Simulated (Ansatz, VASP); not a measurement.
## Os: VASP beside Ansatz

```
Os
1.0
     2.50343    0.00000    0.00000
    -1.25172    2.16804    0.00000
     0.00000    0.00000    3.99906
Os
2
Direct
  0.33333 0.66667 0.25000
  0.66667 0.33333 0.75000
```

Change from the starting cell: volume scaled by 0.76, LAPW.

Alike in both runs: task single point; functional PBE; k mesh 18 × 18 × 10; occupations fermi-dirac, width 0.08 eV; no spin polarisation.

|  | VASP | Ansatz |
| --- | --- | --- |
| version | VASP 6.6.1 | Ansatz 0.2.0 |
| potentials or method | VASP PAW PBE potentials, release 64 (Os), cutoff 520 eV | all-electron LAPW, scalar-relativistic |

VASP gave:

* pressure (GPa): 214.7
* traceless stress, the component that is largest in VASP (GPa): -0.29

**Question.** Estimate Ansatz's values.

**Answer.** Pressure (GPa): 205.7; traceless stress, the component that is largest in VASP (GPa): -0.02.

Both programs put the cell under a high pressure, so it lies far from rest at this level. Ansatz ran all-electron here, and VASP with PAW potentials.

Neither program's run includes spin-orbit coupling. Noted on VASP's run: the cell as given lies far from equilibrium.
